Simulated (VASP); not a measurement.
# Pb (I4/mmm) in VASP: notebook

Pb is run at these levels: PBEsol; tasks: single point.

All numbers are computed with VASP 6.6.1; they aren't measurements. Logs are shortened: lines on timing, memory, paths and dates and some standing lists are left out, and cuts for length are marked.

## (1) The cell of the first run

It takes space group I4/mmm (No. 139, tetragonal). The conventional cell has a = 3.580 Å, b = 3.580 Å, c = 4.816 Å, α = 90.00°, β = 90.00°, γ = 90.00°. Within 4.6 Å of Pb (site symmetry 4/mmm) lie 12 Pb at 3.49 to 3.58 Å.

## (2) Single point, PBEsol (strain +0.025 along x and y, -0.025 along z)

File INCAR:

```
PREC = Accurate
ENCUT = 520
EDIFF = 1E-7
ISMEAR = 0
SIGMA = 0.15
LREAL = F
LASPH = T
NELM = 80
ALGO = Fast
ISIF = 2
LWAVE = F
LCHARG = T
GGA = PS
LELF = T
LVHAR = T
NBANDS = 13
```

File KPOINTS:

```
regular mesh
0
Gamma
  16 16 16
```

File POSCAR:

```
Pb
1.0
    0.0000000000      2.5315450000      2.4080550000
    2.5315450000      0.0000000000      2.4080550000
    2.5315450000      2.5315450000      0.0000000000
Pb
1
Direct
    0.0000000000      0.0000000000      0.0000000000
```

Potentials or basis: VASP PAW PBE potentials, release 64 (Pb_d).

The run is started by

```
cat potpaw_PBE.64/Pb_d/POTCAR > POTCAR
mpirun -np 1 vasp_std > vasp.out
```

OUTCAR:

```text
PREC = Accurate
   ENCUT = 520
   EDIFF = 1E-7
   ISMEAR = 0
   LREAL = F
   LASPH = T
   NELM = 80
   ISIF = 2
   GGA = PS

 ion  position               nearest neighbor table
   1  0.000  0.000  0.000-

  LATTYP: Found a body centered tetragonal cell.
 ALAT       =     3.5801452728
 C/A-ratio  =     1.3452275349

  Lattice vectors:

 A1 = (   0.0000000000,  -2.5315450000,  -2.4080550000)
 A2 = (   0.0000000000,   2.5315450000,  -2.4080550000)
 A3 = (   2.5315450000,   0.0000000000,   2.4080550000)

Analysis of symmetry for initial positions (statically):
=====================================================================
 Subroutine PRICEL returns:
 Original cell was already a primitive cell.

 Routine SETGRP: Setting up the symmetry group for a
 body centered tetragonal supercell.

 Subroutine GETGRP returns: Found 16 space group operations
 (whereof 16 operations were pure point group operations)
 out of a pool of 16 trial point group operations.

The static configuration has the point symmetry D_4h.

Analysis of symmetry for dynamics (positions and initial velocities):
=====================================================================
 Subroutine PRICEL returns:
 Original cell was already a primitive cell.

 Routine SETGRP: Setting up the symmetry group for a
 body centered tetragonal supercell.

 Subroutine GETGRP returns: Found 16 space group operations
 (whereof 16 operations were pure point group operations)
 out of a pool of 16 trial point group operations.

The dynamic configuration has the point symmetry D_4h.

 Subroutine INISYM returns: Found 16 space group operations
 (whereof 16 operations are pure point group operations),
 and found     1 'primitive' translations

----------------------------------------------------------------------------------------

                                     Primitive cell

  volume of cell :      30.8651

  direct lattice vectors                    reciprocal lattice vectors
     0.000000000  2.531545000  2.408055000    -0.197507846  0.197507846  0.207636453
     2.531545000  0.000000000  2.408055000     0.197507846 -0.197507846  0.207636453
     2.531545000  2.531545000  0.000000000     0.197507846  0.197507846 -0.207636453

  length of vectors
     3.493915994  3.493915994  3.580145273     0.348039646  0.348039646  0.348039646

  position of ions in fractional coordinates (direct lattice)
     0.000000000  0.000000000  0.000000000

  ion indices of the primitive-cell ions
   primitive index   ion index
                 1           1

----------------------------------------------------------------------------------------

 KPOINTS: regular mesh

Automatic generation of k-mesh.
 Grid dimensions read from file:
 generate k-points for:   16   16   16

 Generating k-lattice:

  Cartesian coordinates                     Fractional coordinates (reciprocal lattice)
    -0.012344240  0.012344240  0.012977278     0.062500000  0.000000000  0.000000000
     0.012344240 -0.012344240  0.012977278     0.000000000  0.062500000  0.000000000
     0.012344240  0.012344240 -0.012977278     0.000000000  0.000000000  0.062500000

  Length of vectors
     0.021752478  0.021752478  0.021752478

  Shift w.r.t. Gamma in fractional coordinates (k-lattice)
     0.000000000  0.000000000  0.000000000

 Subroutine IBZKPT returns following result:
 ===========================================

 Found    349 irreducible k-points:

 Following reciprocal coordinates:
            Coordinates               Weight
  0.000000  0.000000  0.000000      1.000000
  0.062500  0.000000  0.000000      8.000000
  0.125000  0.000000  0.000000      8.000000
  0.187500  0.000000  0.000000      8.000000
  0.250000  0.000000  0.000000      8.000000
  0.312500  0.000000  0.000000      8.000000
[... 16 lines left out ...]
 -0.125000  0.062500  0.000000      8.000000
 -0.062500  0.062500  0.000000      4.000000
 [... further k-points ...]
   k-points           NKPTS =    349   k-points in BZ     NKDIM =    349   number of bands    NBANDS=     13
   number of dos      NEDOS =    301   number of ions     NIONS =      1
   total plane-waves  NPLWV =  21952
   dimension x,y,z NGX =    28 NGY =   28 NGZ =   28
   dimension x,y,z NGXF=    56 NGYF=   56 NGZF=   56
   ions per type =               1
   NGX,Y,Z   is equivalent  to a cutoff of  13.32, 13.32, 13.00 a.u.
   NGXF,Y,Z  is equivalent  to a cutoff of  26.65, 26.65, 26.00 a.u.
 SYSTEM =  unknown system
   PREC   = accura    normal or accurate (medium, high low for compatibility)
   ISTART =      0    job   : 0-new  1-cont  2-samecut
   ICHARG =      2    charge: 1-file 2-atom 10-const
   ISPIN  =      1    spin polarized calculation?
   LNONCOLLINEAR =      F non collinear calculations
   LSORBIT =      F    spin-orbit coupling
   LASPH  =      T    aspherical Exc in radial PAW
   ENCUT  =  520.0 eV  38.22 Ry    6.18 a.u.   6.50  6.50  6.66*2*pi/ulx,y,z
   NELM   =     80;   NELMIN=  2; NELMDL= -5     # of ELM steps
   EDIFF  = 0.1E-06   stopping-criterion for ELM
   LREAL  =      F    real-space projection
   EDIFFG = 0.1E-05   stopping-criterion for IOM
   NSW    =      0    number of steps for IOM
   IBRION =     -1    ionic relax: 0-MD 1-quasi-New 2-CG
   NFREE  =      0    steps in history (QN), initial steepest desc. (CG)
   ISIF   =      2    stress and relaxation
   ISYM   =      2    0-nonsym 1-usesym 2-fastsym
   POTIM  = 0.5000    time-step for ionic-motion
   TEBEG  =    0.0;   TEEND  =   0.0 temperature during run
   PSTRESS=    0.0 pullay stress
   NELECT =      14.0000    total number of electrons
   NUPDOWN=      -1.0000    fix difference up-down
   EMIN   =  10.00;   EMAX   =-10.00  energy-range for DOS
   EFERMI =   0.00;   METHOD = LEGACY
   ISMEAR =     0;   SIGMA  =   0.15  broadening in eV -4-tet -1-fermi 0-gaus
   EFERMI_NEDOS =   21; number of points for ismear=-14 and -15
   IALGO  =     68    algorithm
   IMIX   =      4    mixing-type and parameters
     AMIX     =   0.40;   BMIX     =  1.00
     AMIX_MAG =   1.60;   BMIX_MAG =  1.00
  volume/ion in A,a.u.               =      30.87       208.29
  Fermi-wavevector in a.u.,A,eV,Ry     =   1.257848  2.376989 21.526899  1.582182
  Thomas-Fermi vector in A             =   2.391487
   LORBIT       =      0    0 simple, 1 ext, 2 COOP (PROOUT), +10 PAW based schemes
   GGA     = PS    functional components
   LHFCALC =     F    Hartree Fock is set to
   AEXX    =    0.0000 exact exchange contribution
   IVDW    =     0    specifies the selected vdW correction
   LEPSILON=     F    determine dielectric tensor
   LRPA    =     F    only Hartree local field effects (RPA)
 non-spin polarized calculation
 RMM-DIIS sequential band-by-band and
 Gauss-broadening in eV      SIGMA  =   0.15
  energy-cutoff  :      520.00
  volume of cell :       30.87
 maximum number of plane-waves:       857
 NGX is ok and might be reduce to    28
   NGX = 13   NGY = 13   NGZ = 13

 number of electron      14.0000000 magnetization

 Free energy of the ion-electron system (eV)
  ---------------------------------------------------
  ext. energy  EPLUGINS =         0.00000000
  ---------------------------------------------------
  free energy    TOTEN  =        -3.99712468 eV

  energy without entropy =       -3.99127387  energy(sigma->0) =       -3.99419928

 E-fermi :   6.9288     XC(G=0): -10.2564

 val. band max:        6.9086061192   @ k =  -0.3125   0.1250   0.3125
 cond. band min:       6.9329138368   @ k =  -0.1875   0.3750   0.3125
 fundamental gap:      0.0243077176
 Fermi energy:         6.9288323837

 k-point     1 :       0.0000    0.0000    0.0000
  band No.  band energies     occupation
      1     -10.0916      2.00000
      2     -10.0916      2.00000
      3     -10.0360      2.00000
      4      -9.9664      2.00000
      5      -9.9142      2.00000
      6      -4.7458      2.00000
      7      14.1162      0.00000
      8      14.2133      0.00000
      9      14.2133      0.00000
     10      16.6819      0.00000
     11      18.0051      0.00000
     12      19.2476      0.00000
     13      19.2568      0.00000

 k-point     2 :       0.0625    0.0000    0.0000
  band No.  band energies     occupation
      1     -10.0890      2.00000
      2     -10.0858      2.00000
      3     -10.0335      2.00000
      4      -9.9659      2.00000
      5      -9.9155      2.00000
      6      -4.6719      2.00000
      7      13.2360      0.00000
      8      14.0799      0.00000
      9      14.0937      0.00000
     10      16.4749      0.00000
     11      18.4609      0.00000
     12      19.4263      0.00000
     13      19.4530      0.00000

 k-point     3 :       0.1250    0.0000    0.0000
  band No.  band energies     occupation
      1     -10.0839      2.00000
      2     -10.0723      2.00000
      3     -10.0261      2.00000
      4      -9.9613      2.00000
      5      -9.9176      2.00000
      6      -4.4500      2.00000
      7      11.4222      0.00000
      8      13.7821      0.00000
      9      13.8841      0.00000
     10      16.1933      0.00000
     11      19.1862      0.00000
     12      19.6425      0.00000
     13      19.7284      0.00000
[... 305 lines left out ...]
 k-point    23 :      -0.1250    0.0625    0.0000
  band No.  band energies     occupation
      1     -10.0889      2.00000
      2     -10.0634      2.00000
      3     -10.0118      2.00000
      4      -9.9705      2.00000
      5      -9.9074      2.00000
      6      -4.2910      2.00000
      7      10.8464      0.00000
      8      12.6970      0.00000
      9      14.0908      0.00000
     10      16.4351      0.00000
     11      18.5514      0.00000
     12      19.1591      0.00000
     13      19.1601      0.00000

 k-point    24 :      -0.0625    0.0625    0.0000
  band No.  band energies     occupation
      1     -10.0914      2.00000
      2     -10.0787      2.00000
      3     -10.0216      2.00000
      4      -9.9704      2.00000
      5      -9.9121      2.00000
      6      -4.5553      2.00000
      7      12.5151      0.00000
      8      13.2359      0.00000
      9      14.2373      0.00000
     10      16.4516      0.00000
     11      18.6638      0.00000
     12      19.3294      0.00000
     13      19.5094      0.00000

 [... further k-points ...]
[... 5 lines left out ...]
  --------------------------------------------------------------------------------------
  -------------------------------------------------------------------------------------
  Total       -0.3242162     -0.3242162     -0.1392719      0.0000000     -0.0000000      0.0000000
  in kB      -16.8297475    -16.8297475     -7.2294672      0.0000000     -0.0000000      0.0000000
  external PRESSURE =     -13.6296540 kB  Pullay stress =       0.0000000 kB

 VOLUME and BASIS-vectors are now :
 -----------------------------------------------------------------------------
  energy-cutoff  :      520.00
  volume of cell :       30.87
      direct lattice vectors                 reciprocal lattice vectors
     0.000000000  2.531545000  2.408055000    -0.197507846  0.197507846  0.207636453
     2.531545000  0.000000000  2.408055000     0.197507846 -0.197507846  0.207636453
     2.531545000  2.531545000  0.000000000     0.197507846  0.197507846 -0.207636453

 POSITION                                       TOTAL-FORCE (eV/Angst)
 -----------------------------------------------------------------------------------
      0.00000      0.00000      0.00000        -0.000000     -0.000000      0.000000
 -----------------------------------------------------------------------------------
    total drift:                               -0.000000     -0.000000     -0.000000

  FREE ENERGIE OF THE ION-ELECTRON SYSTEM (eV)
  ---------------------------------------------------
  free  energy   TOTEN  =        -3.9971246819 eV

  energy  without entropy=       -3.9912738733  energy(sigma->0) =       -3.99419928
```

Run time: 97 s. Hardware: 1 thread of Intel Xeon 6975P-C (Granite Rapids), shared host; peak memory 0.26 GiB.

What came out:

| Property | Result |
| --- | --- |
| Free energy | -3.9971 eV |
| Pressure | -1.4 GPa |
| Band gap on the k mesh | zero (band 7 reaches 14.12 eV, above the bottom of band 8 at 5.17 eV) |

Caveat: the cell differs from its parent crystal (strain +0.025 along x and y, -0.025 along z); the PAW data sets were made with another functional, which shifts forces and pressure a little; spin-orbit coupling is left out, which moves the levels of the heavy elements.

## (3) Single point, PBEsol (strain +0.050 along x and y, -0.050 along z)

File INCAR:

```
SYSTEM = Pb
ALGO = Fast
EDIFF = 1E-6
ENCUT = 520
GGA = PS
ISIF = 2
ISMEAR = 0
LASPH = .True.
LCHARG = .False.
LREAL = .False.
LWAVE = .False.
NBANDS = 13
NELM = 100
PREC = Accurate
SIGMA = 0.15
```

File KPOINTS:

```
k-points
0
Gamma
  16 16 16
  0 0 0
```

File POSCAR:

```
Pb
1.0
    0.0000000000      2.5932900000      2.3463100000
    2.5932900000      0.0000000000      2.3463100000
    2.5932900000      2.5932900000      0.0000000000
Pb
1
Direct
    0.0000000000      0.0000000000      0.0000000000
```

Potentials or basis: VASP PAW PBE potentials, release 64 (Pb_d).

The run is started by

```
cat potpaw_PBE.64/Pb_d/POTCAR > POTCAR
mpirun -np 1 vasp_std > vasp.out
```

Run time: 66 s. Hardware: 1 thread of Intel Xeon 6975P-C (Granite Rapids), shared host; peak memory 0.26 GiB.

Results (log left out):

```
Free energy            : -3.9832 eV
Pressure               : -2.1 GPa
Band gap on the k mesh : zero (band 7 reaches 13.66 eV, above the bottom of band 8 at 4.92 eV)
```

Stress tensor (GPa, compression positive):
```
-2.44  0.00  0.00
 0.00 -2.44  0.00
 0.00  0.00 -1.48
```

Levels at points of the mesh, in eV from the Fermi level:
```
           k point  band 3  band 4  band 5  band 6  band 7  band 8  band 9  band 10  band 11  band 12
(0.00, 0.00, 0.00)  -16.92  -16.91  -16.82  -11.53    6.97    7.16    7.16     9.82    10.83    12.20
(0.50, 0.00, 0.00)  -16.93  -16.77  -16.72   -8.11   -4.04    4.60    5.81     8.68     9.62    10.20
(0.50, 0.50, 0.00)  -16.75  -16.70  -16.70   -6.16   -2.55    1.22    1.22     4.62     5.84    17.20
(0.50, 0.00, 0.50)  -16.76  -16.75  -16.68   -7.14   -3.40    2.13    2.73     5.64     6.93    17.41
```

Caveat: the cell differs from its parent crystal (strain +0.050 along x and y, -0.050 along z); the PAW data sets were made with another functional, which shifts forces and pressure a little; spin-orbit coupling is left out, which moves the levels of the heavy elements.
